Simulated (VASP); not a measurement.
A run of VASP 6.6.1 is set up as follows.

The input INCAR:

```
ALGO = Normal ; EDIFF = 1E-6
ENCUT = 520 ; GGA = CA
ISIF = 2 ; ISMEAR = -1
LASPH = True ; LCHARG = True
LELF = True ; LREAL = Auto
LVHAR = True ; LWAVE = False
NBANDS = 46 ; NELM = 80
PREC = Accurate ; SIGMA = 0.1
```

KPOINTS

```
k-points
0
Gamma
  3 2 1
```

File POSCAR:

```
Al18HO
1.0
    5.7275650000      0.0000000000      0.0000000000
    4.2956740000      7.4403250000      0.0000000000
    0.0000000000      0.0000000000     15.6765370000
Al O H
18 1 1
Direct
    0.1666684695      0.1111107378      0.0637895984
    0.6666715249      0.1111107378      0.0637895984
    0.1666708227      0.4444429511      0.0637895984
    0.6666738781      0.4444429511      0.0637895984
    0.1666731759      0.7777751644      0.0637895984
    0.6666762313      0.7777751644      0.0637895984
   -0.1722749489      0.2276513459      0.2076925535
    0.3375804974      0.2217779465      0.2082156282
   -0.1609522933      0.5491023578      0.2059702344
    0.3323123648      0.5570858800      0.2096891680
   -0.1644685657      0.8894772742      0.2101612110
    0.3319145087      0.8879719636      0.2097657155
   -0.0178576775      0.0206442595      0.3531328379
    0.5014289385      0.0007526553      0.3539365869
    0.0018121119      0.3308726433      0.3576236257
    0.4995602902      0.3331574898      0.3534454070
   -0.0103642771      0.6547429044      0.3532093855
    0.5296778836      0.6512215528      0.3513020765
    0.1707005656      0.7772241132      0.4116151418
    0.1745386546      0.7753424750      0.4742310116
```

Potentials or basis: VASP PAW LDA potentials, release 64 (Al, O, H).

Run with:

```sh
$ cat potpaw_LDA.64/Al/POTCAR potpaw_LDA.64/O/POTCAR potpaw_LDA.64/H/POTCAR > POTCAR
$ mpirun -np 1 vasp_std > vasp.out
```

(1) Predict the largest force.

(2) Predict the band gap on the k mesh.

Answers

(1) 0.331 eV/Å.

(2) zero (an odd number of electrons rules out a gap without spin polarisation).

Caveat: the k points lie up to 0.42 Å⁻¹ apart, too coarse for converged energies and pressures of a metal; there is no dipole correction, which matters where the two faces differ; an odd number of electrons without spin polarisation forces a metal; a magnetic or distorted state may lie lower.
